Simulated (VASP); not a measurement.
# Hf (Fm-3m) in VASP: further runs

Hf is run at these levels: r2SCAN; tasks: single point, relaxation of cell and atoms.

Program: VASP 6.6.1. These are calculated values, not measurements. Logs are shortened: lines on timing, memory, paths and dates and some standing lists are left out, and cuts for length are marked.

## Step 1: The cell of the first run

Symmetry: Fm-3m, No. 225, cubic system. The conventional cell has a = 4.471 Å, b = 4.471 Å, c = 4.471 Å, α = 90.00°, β = 90.00°, γ = 90.00°. Within 4.2 Å of Hf (site symmetry m-3m) lie 12 Hf at 3.16 Å.

This isn't the form of Hf at room conditions, which is hcp.

## Step 2: Single point, r2SCAN

The input, POSCAR:

```
Hf
1.0
    0.0000000000      2.2352673600      2.2352673600
    2.2352673600      0.0000000000      2.2352673600
    2.2352673600      2.2352673600      0.0000000000
Hf
1
Direct
    0.0000000000      0.0000000000      0.0000000000
```

The input, INCAR.step1:

```
SYSTEM = Hf
PREC     = Accurate       ! precision mode
ENCUT    = 550            ! plane-wave cutoff, eV
ISMEAR   = 0              ! smearing method
SIGMA    = 0.1            ! smearing width, eV
LREAL    = .FALSE.        ! projectors in reciprocal space
LASPH    = .TRUE.         ! aspherical terms in the spheres
NELM     = 120            ! most SCF steps
NBANDS   = 11             ! bands
GGA      = PE             ! functional
ALGO     = Normal         ! electronic algorithm
EDIFF    = 1E-5           ! SCF threshold, eV
LWAVE    = .TRUE.         ! write WAVECAR
LCHARG   = .FALSE.        ! write CHGCAR
GGA_COMPAT= .FALSE.
```

The input, INCAR.step2:

```
SYSTEM = Hf
PREC     = Accurate       ! precision mode
ENCUT    = 550            ! plane-wave cutoff, eV
EDIFF    = 1E-6           ! SCF threshold, eV
ISMEAR   = 0              ! smearing method
SIGMA    = 0.1            ! smearing width, eV
LREAL    = .FALSE.        ! projectors in reciprocal space
LASPH    = .TRUE.         ! aspherical terms in the spheres
NELM     = 120            ! most SCF steps
ALGO     = Normal         ! electronic algorithm
ISIF     = 2              ! what is computed and relaxed
LWAVE    = .FALSE.        ! write WAVECAR
LCHARG   = .FALSE.        ! write CHGCAR
METAGGA  = R2SCAN         ! meta-GGA
LMIXTAU  = .TRUE.       
NBANDS   = 11             ! bands
ISTART   = 1            
GGA_COMPAT= .FALSE.
```

The input, KPOINTS:

```
Automatic mesh
0
G
  8 8 8
  0 0 0
```

Potentials or basis: VASP PAW PBE potentials, release 64 (Hf_pv).

Run with:

```console
cat potpaw_PBE.64/Hf_pv/POTCAR > POTCAR
cp INCAR.step1 INCAR
mpirun -np 1 vasp_std > vasp.out
cp INCAR.step2 INCAR
mpirun -np 1 vasp_std > vasp.out
```

OUTCAR:

```text
SYSTEM = Hf
   PREC = Accurate
   ENCUT = 550
   EDIFF = 1E-6
   ISMEAR = 0
   LREAL = .FALSE.
   LASPH = .TRUE.
   NELM = 120
   ISIF = 2
   METAGGA = R2SCAN
   ISTART = 1

 ion  position               nearest neighbor table
   1  0.000  0.000  0.000-

  LATTYP: Found a face centered cubic cell.
 ALAT       =     4.4705347200

  Lattice vectors:

 A1 = (   0.0000000000,   2.2352673600,   2.2352673600)
 A2 = (   2.2352673600,   0.0000000000,   2.2352673600)
 A3 = (   2.2352673600,   2.2352673600,   0.0000000000)

Analysis of symmetry for initial positions (statically):
=====================================================================
 Subroutine PRICEL returns:
 Original cell was already a primitive cell.

 Routine SETGRP: Setting up the symmetry group for a
 face centered cubic supercell.

 Subroutine GETGRP returns: Found 48 space group operations
 (whereof 48 operations were pure point group operations)
 out of a pool of 48 trial point group operations.

The static configuration has the point symmetry O_h .

Analysis of symmetry for dynamics (positions and initial velocities):
=====================================================================
 Subroutine PRICEL returns:
 Original cell was already a primitive cell.

 Routine SETGRP: Setting up the symmetry group for a
 face centered cubic supercell.

 Subroutine GETGRP returns: Found 48 space group operations
 (whereof 48 operations were pure point group operations)
 out of a pool of 48 trial point group operations.

The dynamic configuration has the point symmetry O_h .

 Subroutine INISYM returns: Found 48 space group operations
 (whereof 48 operations are pure point group operations),
 and found     1 'primitive' translations

----------------------------------------------------------------------------------------

                                     Primitive cell

  volume of cell :      22.3367

  direct lattice vectors                    reciprocal lattice vectors
     0.000000000  2.235267360  2.235267360    -0.223686888  0.223686888  0.223686888
     2.235267360  0.000000000  2.235267360     0.223686888 -0.223686888  0.223686888
     2.235267360  2.235267360  0.000000000     0.223686888  0.223686888 -0.223686888

  length of vectors
     3.161145416  3.161145416  3.161145416     0.387437055  0.387437055  0.387437055

  position of ions in fractional coordinates (direct lattice)
     0.000000000  0.000000000  0.000000000

  ion indices of the primitive-cell ions
   primitive index   ion index
                 1           1

----------------------------------------------------------------------------------------

[... 74 lines left out ...]
   NFREE  =      0    steps in history (QN), initial steepest desc. (CG)
   ISIF   =      2    stress and relaxation
   ISYM   =      2    0-nonsym 1-usesym 2-fastsym
   POTIM  = 0.5000    time-step for ionic-motion
   TEBEG  =    0.0;   TEEND  =   0.0 temperature during run
   PSTRESS=    0.0 pullay stress
   NELECT =      10.0000    total number of electrons
   NUPDOWN=      -1.0000    fix difference up-down
   EMIN   =  10.00;   EMAX   =-10.00  energy-range for DOS
   EFERMI =   0.00;   METHOD = LEGACY
   ISMEAR =     0;   SIGMA  =   0.10  broadening in eV -4-tet -1-fermi 0-gaus
   EFERMI_NEDOS =   21; number of points for ismear=-14 and -15
   IALGO  =     38    algorithm
   IMIX   =      4    mixing-type and parameters
     AMIX     =   0.40;   BMIX     =  1.00
     AMIX_MAG =   1.60;   BMIX_MAG =  1.00
  volume/ion in A,a.u.               =      22.34       150.74
  Fermi-wavevector in a.u.,A,eV,Ry     =   1.252378  2.366651 21.340059  1.568450
  Thomas-Fermi vector in A             =   2.386281
   LORBIT       =      0    0 simple, 1 ext, 2 COOP (PROOUT), +10 PAW based schemes
   METAGGA = R2SCAN    functional components
   LHFCALC =     F    Hartree Fock is set to
   AEXX    =    0.0000 exact exchange contribution
   IVDW    =     0    specifies the selected vdW correction
   LEPSILON=     F    determine dielectric tensor
   LRPA    =     F    only Hartree local field effects (RPA)
 non-spin polarized calculation
 Gauss-broadening in eV      SIGMA  =   0.10
  energy-cutoff  :      550.00
  volume of cell :       22.34
 maximum number of plane-waves:       666
   NGX = 13   NGY = 13   NGZ = 13

 number of electron       9.9999999 magnetization

 Free energy of the ion-electron system (eV)
  ---------------------------------------------------
  ext. energy  EPLUGINS =         0.00000000
  ---------------------------------------------------
  free energy    TOTEN  =       -45.06029098 eV

  energy without entropy =      -45.05358491  energy(sigma->0) =      -45.05693794

 E-fermi :   4.6900     XC(G=0): -12.1804

 val. band max:        4.6637676894   @ k =  -0.2500   0.2500   0.0000
 cond. band min:       4.7772152698   @ k =   0.2500   0.0000   0.0000
 fundamental gap:      0.1134475803
 Fermi energy:         4.6899633508

 k-point     1 :       0.0000    0.0000    0.0000
  band No.  band energies     occupation
      1     -26.5000      2.00000
      2     -26.5000      2.00000
      3     -26.5000      2.00000
      4      -2.9423      2.00000
      5       6.2172      0.00000
      6       6.2172      0.00000
      7       6.2172      0.00000
      8       9.2206      0.00000
      9       9.2206      0.00000
     10      16.4595      0.00000
     11      16.6086      0.00000
[... 309 lines left out ...]
 k-point    24 :      -0.3750    0.2500    0.1250
  band No.  band energies     occupation
      1     -27.2283      2.00000
      2     -26.8347      2.00000
      3     -26.6812      2.00000
      4       2.2681      2.00000
      5       3.6968      2.00000
      6       5.0231      0.00000
      7       7.2399      0.00000
      8      10.6866      0.00000
      9      12.7606      0.00000
     10      13.6522      0.00000
     11      16.6092      0.00000

 [... further k-points ...]
[... 5 lines left out ...]
  --------------------------------------------------------------------------------------
  -------------------------------------------------------------------------------------
  Total        0.0268496      0.0268496      0.0268496      0.0000000      0.0000000     -0.0000000
  in kB        1.9258830      1.9258830      1.9258830      0.0000000      0.0000000     -0.0000000
  external PRESSURE =       1.9258830 kB  Pullay stress =       0.0000000 kB

 VOLUME and BASIS-vectors are now :
 -----------------------------------------------------------------------------
  energy-cutoff  :      550.00
  volume of cell :       22.34
      direct lattice vectors                 reciprocal lattice vectors
     0.000000000  2.235267360  2.235267360    -0.223686888  0.223686888  0.223686888
     2.235267360  0.000000000  2.235267360     0.223686888 -0.223686888  0.223686888
     2.235267360  2.235267360  0.000000000     0.223686888  0.223686888 -0.223686888

 POSITION                                       TOTAL-FORCE (eV/Angst)
 -----------------------------------------------------------------------------------
      0.00000      0.00000      0.00000         0.000000      0.000000     -0.000000
 -----------------------------------------------------------------------------------
    total drift:                               -0.000000      0.000000      0.000000

  FREE ENERGIE OF THE ION-ELECTRON SYSTEM (eV)
  ---------------------------------------------------
  free  energy   TOTEN  =       -45.0602909793 eV

  energy  without entropy=      -45.0535849060  energy(sigma->0) =      -45.05693794
```

OUTCAR.step1:

```text
SYSTEM = Hf
   PREC = Accurate
   ENCUT = 550
   ISMEAR = 0
   LREAL = .FALSE.
   LASPH = .TRUE.
   NELM = 120
[... 554 lines left out ...]
 -----------------------------------------------------------------------------------
      0.00000      0.00000      0.00000        -0.000000      0.000000     -0.000000
 -----------------------------------------------------------------------------------
    total drift:                                0.000000      0.000000     -0.000000

  FREE ENERGIE OF THE ION-ELECTRON SYSTEM (eV)
  ---------------------------------------------------
  free  energy   TOTEN  =        -9.8444048394 eV

  energy  without entropy=       -9.8372904540  energy(sigma->0) =       -9.84084765
```

OSZICAR.step1:

```text
N       E                     dE             d eps       ncg     rms          rms(c)
DAV:   1     0.148683081869E+02    0.14868E+02   -0.59263E+03   638   0.877E+02
DAV:   2    -0.966869398935E+01   -0.24537E+02   -0.23547E+02   778   0.166E+02
DAV:   3    -0.101827024778E+02   -0.51401E+00   -0.49984E+00   808   0.162E+01
DAV:   4    -0.101849098959E+02   -0.22074E-02   -0.22072E-02   734   0.130E+00
DAV:   5    -0.101849213006E+02   -0.11405E-04   -0.11405E-04   811   0.865E-02    0.461E+01
DAV:   6    -0.993310608586E+01    0.25182E+00   -0.21056E-01   710   0.346E+00    0.276E+01
DAV:   7    -0.984922390992E+01    0.83882E-01   -0.33782E-01   725   0.424E+00    0.127E+00
DAV:   8    -0.984436483962E+01    0.48591E-02   -0.25890E-02   701   0.115E+00    0.407E-01
DAV:   9    -0.984440560013E+01   -0.40761E-04   -0.45435E-04   780   0.176E-01    0.529E-02
DAV:  10    -0.984440483943E+01    0.76070E-06   -0.34382E-05   739   0.446E-02
   1 F= -.98444048E+01 E0= -.98408476E+01  d E =-.711439E-02
```

Wall time 45 s (1 thread of Intel Xeon 8259CL, shared host); peak memory 0.15 GiB.

What came out:

```
Free energy            : -45.0603 eV
Pressure               : 0.2 GPa
Band gap on the k mesh : zero (bands 5 and 6 overlap by 2.04 eV)
```

Caveat: the PAW data sets were made with another functional, which shifts forces and pressure a little; spin-orbit coupling is left out, which moves the levels of the heavy elements.

## Step 3: Single point, r2SCAN

This run uses another cell than the first one, of 22.47 Å³/atom.

The input, POSCAR:

```
Hf
1.0
    0.0000000000      2.2396508764      2.2396508764
    2.2396508764      0.0000000000      2.2396508764
    2.2396508764      2.2396508764      0.0000000000
Hf
1
Direct
    0.0000000000      0.0000000000      0.0000000000
```

The input, INCAR.step1:

```
PREC = Accurate
ENCUT = 550
ISMEAR = 0
SIGMA = 0.1
LREAL = False
LASPH = True
NELM = 120
NBANDS = 11
GGA = PE
ALGO = Normal
EDIFF = 1E-5
LWAVE = True
LCHARG = False
GGA_COMPAT = False
```

The input, INCAR.step2:

```
PREC = Accurate
ENCUT = 550
EDIFF = 1E-6
ISMEAR = 0
SIGMA = 0.1
LREAL = False
LASPH = True
NELM = 120
ALGO = Normal
ISIF = 2
LWAVE = False
LCHARG = True
METAGGA = R2SCAN
LMIXTAU = True
LELF = True
LVHAR = True
NBANDS = 11
ISTART = 1
GGA_COMPAT = False
```

The input, KPOINTS:

```
Automatic mesh
0
Gamma
  16 16 16
```

Potentials or basis: VASP PAW PBE potentials, release 64 (Hf_pv).

Run with:

```console
cat potpaw_PBE.64/Hf_pv/POTCAR > POTCAR
cp INCAR.step1 INCAR
mpirun -np 1 vasp_std > vasp.out
cp INCAR.step2 INCAR
mpirun -np 1 vasp_std > vasp.out
```

Wall time 2 min (1 thread of Intel Xeon 8259CL, shared host); peak memory 0.17 GiB.

It converged, with:

* Free energy: -45.0675 eV
* Pressure: -0.5 GPa
* Band gap on the k mesh: zero (bands 5 and 6 overlap by 2.03 eV)

Levels at points of the mesh, in eV from the Fermi level:
```csv
k point,band 3,band 4,band 5,band 6,band 7,band 8
"(0.00, 0.00, 0.00)",-31.14,-7.54,1.60,1.60,1.60,4.58
"(0.50, 0.00, 0.00)",-31.24,-3.72,0.35,1.41,1.41,6.65
"(0.50, 0.50, 0.00)",-31.43,-3.30,-2.15,2.41,6.73,7.23
```

Caveat: the PAW data sets were made with another functional, which shifts forces and pressure a little; spin-orbit coupling is left out, which moves the levels of the heavy elements.

(Continued in part 2 of 2.)

The gap in the log of VASP goes by the Fermi energy; the results here count the filled bands.